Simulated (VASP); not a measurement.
A run of VASP 6.6.1 is set up as follows.

File INCAR:

```
PREC     = Accurate       # precision mode
ENCUT    = 520            # plane-wave cutoff, eV
EDIFF    = 1E-6           # SCF threshold, eV
ISMEAR   = 0              # smearing method
SIGMA    = 0.02           # smearing width, eV
LREAL    = F              # projectors in reciprocal space
LASPH    = T              # aspherical terms in the spheres
NELM     = 100            # most SCF steps
ALGO     = Normal         # electronic algorithm
ISIF     = 2              # what is computed and relaxed
LWAVE    = F              # write WAVECAR
LCHARG   = F              # write CHGCAR
GGA      = PE             # functional
IVDW     = 12             # dispersion correction
NBANDS   = 16             # bands
```

File KPOINTS:

```
regular mesh
0
Gamma
  12 12 4
```

The input POSCAR:

```
BN
1.0
    2.5041117721      0.0000000000      0.0000000000
   -1.2520558860      2.1686244085      0.0000000000
    0.0000000000      0.0000000000      6.4275610483
B N
2 2
Direct
    0.3333333333      0.6666666667      0.2500000000
    0.6666666667      0.3333333333      0.7500000000
    0.3333333333      0.6666666667      0.7500000000
    0.6666666667      0.3333333333      0.2500000000
```

Potentials or basis: VASP PAW PBE potentials, release 64 (B, N).

Command:

```console
$ cat potpaw_PBE.64/B/POTCAR potpaw_PBE.64/N/POTCAR > POTCAR
$ mpirun -np 1 vasp_std > vasp.out
```

Question: Predict the dispersion energy per atom.

Answer: -0.147 eV.

Question: What does it give for the pressure?

Answer: 1.1 GPa.

Question: What does it give for the band gap on the k mesh?

Answer: 4.20 eV, indirect (least direct gap 4.58 eV).

Stress tensor (GPa, compression positive):
```
1.17 0.00 0.00
0.00 1.17 0.00
0.00 0.00 0.86
```

 A k mesh can miss the band edges.
